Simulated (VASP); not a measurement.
Input of a VASP 6.6.1 run:

File POSCAR:

```
TePb
1.0
    0.0000000000      3.2310000000      3.2310000000
    3.2310000000      0.0000000000      3.2310000000
    3.2310000000      3.2310000000      0.0000000000
Pb Te
1 1
Direct
    0.0000000000      0.0000000000      0.0000000000
    0.5000000000      0.5000000000      0.5000000000
```

File INCAR.step1:

```
PREC = Accurate
ENCUT = 520
ISMEAR = 0
SIGMA = 0.03
LREAL = False
LASPH = True
NELM = 150
MAGMOM = 0 0 0 0 0 0
LSORBIT = True
GGA_COMPAT = False
NBANDS = 32
GGA = PE
ALGO = Normal
EDIFF = 1E-4
LWAVE = True
LCHARG = False
```

File INCAR.step2:

```
PREC = Accurate
ENCUT = 520
EDIFF = 1E-7
ISMEAR = 0
SIGMA = 0.03
LREAL = False
LASPH = True
NELM = 150
ALGO = Normal
ISIF = 2
LWAVE = False
LCHARG = False
MAGMOM = 0 0 0 0 0 0
LORBIT = 11
LSORBIT = True
GGA_COMPAT = False
LORBMOM = True
METAGGA = R2SCAN
LMIXTAU = True
NBANDS = 32
ISTART = 1
```

File KPOINTS:

```
regular mesh
0
Gamma
  10 10 10
```

Potentials or basis: VASP PAW PBE potentials, release 64 (Pb_d, Te).

Launch:

```bash
$ cat potpaw_PBE.64/Pb_d/POTCAR potpaw_PBE.64/Te/POTCAR > POTCAR
$ cp INCAR.step1 INCAR
$ mpirun -np 1 vasp_ncl > vasp.out
$ cp INCAR.step2 INCAR
$ mpirun -np 1 vasp_ncl > vasp.out
```

(1) Estimate the net moment.

(2) What does it give for the pressure?

Answers

(1) 0.00 μB per cell.

(2) 1.4 GPa.

Caveat: the PAW data sets were made with another functional, which shifts forces and pressure a little.
